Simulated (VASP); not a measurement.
# MnO (Fm-3m) in VASP: notebook, part 2 of 2

VASP 6.6.1.

### 4 Single point, r2SCAN+D4, collinear spin, ferromagnetic start

This run uses another cell than the first one, of 10.78 Å³/atom.

File POSCAR:

```
MnO
1.0
    0.0000000000      2.2089816980      2.2089816980
    2.2089816980      0.0000000000      2.2089816980
    2.2089816980      2.2089816980      0.0000000000
Mn O
1 1
Direct
    0.0000000000      0.0000000000      0.0000000000
    0.5000000000      0.5000000000      0.5000000000
```

File INCAR.step1:

```
PREC = Accurate
ENCUT = 520
ISMEAR = -1
SIGMA = 0.05
LREAL = F
LASPH = T
NELM = 150
ISPIN = 2
MAGMOM = 4 0
LMAXMIX = 4
NBANDS = 20
GGA = PE
ALGO = Normal
EDIFF = 1E-4
LWAVE = T
LCHARG = F
```

File INCAR.step2:

```
PREC = Accurate
ENCUT = 520
EDIFF = 1E-6
ISMEAR = -1
SIGMA = 0.05
LREAL = F
LASPH = T
NELM = 150
ALGO = Normal
ISIF = 2
LWAVE = F
LCHARG = F
ISPIN = 2
MAGMOM = 4 0
LORBIT = 11
LMAXMIX = 4
METAGGA = R2SCAN
LMIXTAU = T
IVDW = 13
VDW_S6 = 1.0
VDW_S8 = 0.6018749
VDW_A1 = 0.51559235
VDW_A2 = 5.77342911
NBANDS = 20
ISTART = 1
```

File KPOINTS:

```
Automatic mesh
0
Gamma
  10 10 10
```

Run with:

```console
$ cat potpaw_PBE.64/Mn_pv/POTCAR potpaw_PBE.64/O/POTCAR > POTCAR
$ cp INCAR.step1 INCAR
$ mpirun -np 1 vasp_std > vasp.out
$ cp INCAR.step2 INCAR
$ mpirun -np 1 vasp_std > vasp.out
```

Run time: 54 s. Hardware: 1 thread of Intel Xeon 6975P-C (Granite Rapids), shared host; peak memory 0.17 GiB.

The run converged. Its results:

| Property | Result |
| --- | --- |
| Free energy | -24.7221 eV |
| Pressure | 2.7 GPa |
| Band gap on the k mesh | zero (filled and empty bands overlap) |
| Net moment | 4.99 μB per cell |
| Site moments | Mn +4.54; O +0.24 μB |
| Valence electrons inside the program's atomic spheres | Mn 11.36; O 5.04 |
| Dispersion energy per atom | -0.121 eV |

Levels at points of the mesh, in eV from the Fermi level:
Spin up:
```csv
k point,band 10,band 11,band 12,band 13,band 14,band 15
"(0.00, 0.00, 0.00)",-3.71,-3.20,-3.20,-0.15,14.63,17.05
"(0.50, 0.00, 0.00)",-2.31,-0.09,-0.09,3.96,8.42,12.61
"(0.50, 0.50, 0.00)",-2.56,-2.56,-2.40,5.54,8.54,10.88
```
Spin down:
```
           k point  band 5  band 6  band 7  band 8  band 9  band 10
(0.00, 0.00, 0.00)   -3.47   -3.47   -3.47    1.62    1.73     1.73
(0.50, 0.00, 0.00)   -7.63   -4.97   -4.97    3.02    3.13     3.13
(0.50, 0.50, 0.00)   -6.70   -4.52   -4.52   -0.07    3.10     3.32
```

Caveat: the PAW data sets were made with another functional, which shifts forces and pressure a little; a cell with one magnetic atom can't hold antiferromagnetic order, which such compounds often take; semilocal functionals often make such compounds metallic where correlation or magnetic order opens a gap, which also shifts bond lengths.

### 5 Single point, r2SCAN+D4, collinear spin, ferromagnetic start

This run uses another cell than the first one, of 11.00 Å³/atom.

File POSCAR:

```
MnO
1.0
    0.0000000000      2.2239077028      2.2239077028
    2.2239077028      0.0000000000      2.2239077028
    2.2239077028      2.2239077028      0.0000000000
Mn O
1 1
Direct
    0.0000000000      0.0000000000      0.0000000000
    0.5000000000      0.5000000000      0.5000000000
```

INCAR.step1 is that of step 4.

INCAR.step2 is that of step 4.

KPOINTS is that of step 4.

Potentials or basis: VASP PAW PBE potentials, release 64 (Mn_pv, O).

Run with:

```console
$ cat potpaw_PBE.64/Mn_pv/POTCAR potpaw_PBE.64/O/POTCAR > POTCAR
$ cp INCAR.step1 INCAR
$ mpirun -np 1 vasp_std > vasp.out
$ cp INCAR.step2 INCAR
$ mpirun -np 1 vasp_std > vasp.out
```

OUTCAR:

```text
PREC = Accurate
   ENCUT = 520
   EDIFF = 1E-6
   ISMEAR = -1
   LREAL = F
   LASPH = T
   NELM = 150
   ISIF = 2
   ISPIN = 2
   LORBIT = 11
   METAGGA = R2SCAN
   IVDW = 13
   ISTART = 1

 ion  position               nearest neighbor table
   1  0.000  0.000  0.000-   2 2.22   2 2.22   2 2.22   2 2.22   2 2.22   2 2.22
   2  0.500  0.500  0.500-   1 2.22   1 2.22   1 2.22   1 2.22   1 2.22   1 2.22

  LATTYP: Found a face centered cubic cell.
 ALAT       =     4.4478154056

  Lattice vectors:

 A1 = (   0.0000000000,   2.2239077028,   2.2239077028)
 A2 = (   2.2239077028,   0.0000000000,   2.2239077028)
 A3 = (   2.2239077028,   2.2239077028,   0.0000000000)

Analysis of symmetry for initial positions (statically):
=====================================================================
 Subroutine PRICEL returns:
 Original cell was already a primitive cell.

 Routine SETGRP: Setting up the symmetry group for a
 face centered cubic supercell.

[... 748 lines left out ...]
      3     -38.8845      1.00000
      4     -13.4009      1.00000
      5       4.0527      1.00000
      6       4.0527      1.00000
[... 541 lines left out ...]
     19      34.2544      0.00000
     20      36.1226      0.00000

 [... further k-points ...]

------------------------ aborting loop because EDIFF is reached ----------------------------------------

  DFT-D4 for vdW energy calculation

  Edisp (eV):   -0.23870

  FORCE on cell =-STRESS in cart. coord.  units (eV):
  Direction    XX          YY          ZZ          XY          YZ          ZX
  --------------------------------------------------------------------------------------
  -------------------------------------------------------------------------------------
  Total      -0.09529    -0.09529    -0.09529     0.00000    -0.00000    -0.00000
  in kB      -6.93994    -6.93994    -6.93994     0.00000    -0.00000    -0.00000
  external pressure =       -6.94 kB  Pullay stress =        0.00 kB

 VOLUME and BASIS-vectors are now :
 -----------------------------------------------------------------------------
  energy-cutoff  :      520.00
  volume of cell :       22.00
      direct lattice vectors                 reciprocal lattice vectors
     0.000000000  2.223907703  2.223907703    -0.224829474  0.224829474  0.224829474
     2.223907703  0.000000000  2.223907703     0.224829474 -0.224829474  0.224829474
     2.223907703  2.223907703  0.000000000     0.224829474  0.224829474 -0.224829474

 POSITION                                       TOTAL-FORCE (eV/Angst)
 -----------------------------------------------------------------------------------
      0.00000      0.00000      0.00000         0.000000      0.000000      0.000000
      2.22391      2.22391      2.22391        -0.000000     -0.000000     -0.000000
 -----------------------------------------------------------------------------------
    total drift:                                0.000000     -0.000000     -0.000000

  FREE ENERGIE OF THE ION-ELECTRON SYSTEM (eV)
  ---------------------------------------------------
  free  energy   TOTEN  =       -24.7247842255 eV

  energy  without entropy=      -24.7242033539  energy(sigma->0) =      -24.72449379

 total charge

# of ion       s       p       d       tot
------------------------------------------
    1        0.207   6.171   4.961  11.340
    2        1.559   3.470   0.000   5.029
--------------------------------------------------
tot          1.766   9.641   4.961  16.368

 magnetization (x)

# of ion       s       p       d       tot
------------------------------------------
    1        0.028   0.022   4.492   4.543
    2        0.032   0.201   0.000   0.232
--------------------------------------------------
tot          0.060   0.223   4.492   4.775
```

It took 49 s on 1 thread of Intel Xeon 6975P-C (Granite Rapids), shared host; peak memory 0.17 GiB.

Results:

```
Free energy                                           : -24.7248 eV
Pressure                                              : -0.7 GPa
Band gap on the k mesh                                : zero (filled and empty bands overlap)
Net moment                                            : 5.00 μB per cell
Site moments                                          : Mn +4.54; O +0.23 μB
Valence electrons inside the program's atomic spheres : Mn 11.34; O 5.03
Dispersion energy per atom                            : -0.119 eV
```

Caveat: the PAW data sets were made with another functional, which shifts forces and pressure a little; a cell with one magnetic atom can't hold antiferromagnetic order, which such compounds often take; semilocal functionals often make such compounds metallic where correlation or magnetic order opens a gap, which also shifts bond lengths. With open d or f shells a metallic result of r2SCAN can be an artefact of self-interaction; +U or a hybrid may open a gap.

### 6 Summary

| cell | gap on the mesh (eV) | pressure (GPa) | moment (μB) |
| --- | --- | --- | --- |
| a = 3.081 Å, angles 60.0°, 2 atoms | none | 10.9 | 4.97 |
| a = 3.103 Å, angles 60.0°, 2 atoms | none | 6.5 | 4.98 |
| a = 3.124 Å, angles 60.0°, 2 atoms | none | 2.7 | 4.99 |
| a = 3.145 Å, angles 60.0°, 2 atoms | none | -0.7 | 5.00 |

Alike in all rows: task single point; level r2SCAN+D4; potentials or basis VASP PAW PBE potentials, release 64 (Mn_pv, O); spin collinear, ferromagnetic start; k mesh 10 × 10 × 10; cutoff (eV) 520; smearing fermi-dirac 0.05 eV.

Caveats: the PAW data sets were made with another functional, which shifts forces and pressure a little; a cell with one magnetic atom can't hold antiferromagnetic order, which such compounds often take; semilocal functionals often make such compounds metallic where correlation or magnetic order opens a gap, which also shifts bond lengths; the cell stands under pressure (at least some runs).

Total energies depend on the potentials used, so only differences within one code and one set of settings carry meaning.
